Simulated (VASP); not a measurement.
N (a cell with a defect): single point with PBE+D3(BJ)

The system is N (a cell with a defect).

```
N
1.0
    -5.63607    5.63607    0.00000
     0.00000    5.63607   -5.63607
    -5.63607    0.00000   -5.63607
N
15
Direct
  0.01875 0.02737 0.92292
  0.99651 0.93984 0.54587
  0.50867 0.40663 0.03490
  0.96303 0.49688 0.50185
  0.39883 0.03451 0.02497
  0.50470 0.02910 0.52800
  0.02130 0.53334 0.02504
  0.96576 0.96667 0.09216
  0.45962 0.47111 0.57862
  0.48795 0.57114 0.94949
  0.94416 0.10798 0.47208
  0.56637 0.95852 0.98814
  0.42927 0.53512 0.43406
  0.94686 0.47797 0.98704
  0.48180 0.94382 0.47129
```

This cell differs from its parent crystal: atoms taken out, then relaxed in part.

* Program: VASP 6.6.1
* Task: single point
* Functional: PBE
* Dispersion: D3(BJ)
* Potentials or basis: VASP PAW PBE potentials, release 64 (N)
* Cutoff: 520 eV
* k mesh: 4 × 4 × 4
* Occupations: gaussian, width 0.05 eV
* Spin: no spin polarisation

```yaml
Pressure: 1.7 GPa
Largest_force: 1.752 eV/Å
Band_gap_on_the_k_mesh: zero (an odd number of electrons rules out a gap without spin polarisation)
Dispersion_energy_per_atom: -0.052 eV
```

Forces on the atoms (eV/Å):
```
N    1.034  1.011  0.966
N   -1.125 -1.033  0.844
N   -0.949 -1.286  0.706
N   -0.001  0.003  0.000
N    1.171 -0.822 -1.010
N   -0.712  0.969 -1.274
N   -1.004  1.158 -0.834
N   -1.035 -1.012 -0.965
N   -1.566 -0.300 -0.719
N    0.951  1.287 -0.707
N    1.126  1.032 -0.843
N   -1.169  0.821  1.010
N    1.564  0.303  0.721
N    1.003 -1.160  0.835
N    0.713 -0.970  1.271
```

Stress tensor (GPa, compression positive):
```
 2.14  0.32  0.31
 0.32  1.63 -0.56
 0.31 -0.56  1.42
```

Levels at points of the mesh, in eV from the Fermi level:
```
           k point  band 35  band 36  band 37  band 38  band 39  band 40
(0.00, 0.00, 0.00)    -3.07    -3.04     0.00     0.01     0.01     4.30
(0.50, 0.00, 0.00)    -3.11    -3.10    -0.01     0.00     0.00     4.49
(0.00, 0.50, 0.00)    -3.12    -3.07     0.00     0.00     0.01     4.52
(0.00, 0.00, 0.50)    -3.13    -3.07     0.00     0.00     0.01     4.51
(0.50, 0.50, 0.50)    -3.10    -3.08    -0.01     0.00     0.01     4.56
(0.50, 0.50, 0.00)    -3.09    -3.02    -0.01     0.00     0.00     4.59
(0.00, 0.50, 0.50)    -3.10    -3.02    -0.01     0.00     0.00     4.56
(0.50, 0.00, 0.50)    -3.10    -3.04    -0.01     0.00     0.01     4.60
```

It took 8.3 min on 1 thread of Intel(R) Xeon(R) 6975P-C (Granite Rapids), on a shared host, peak memory 0.72 GiB.

Caveat: the cell differs from its parent crystal (atoms taken out, then relaxed in part); the standard files for N, O and F lose accuracy on very short bonds.
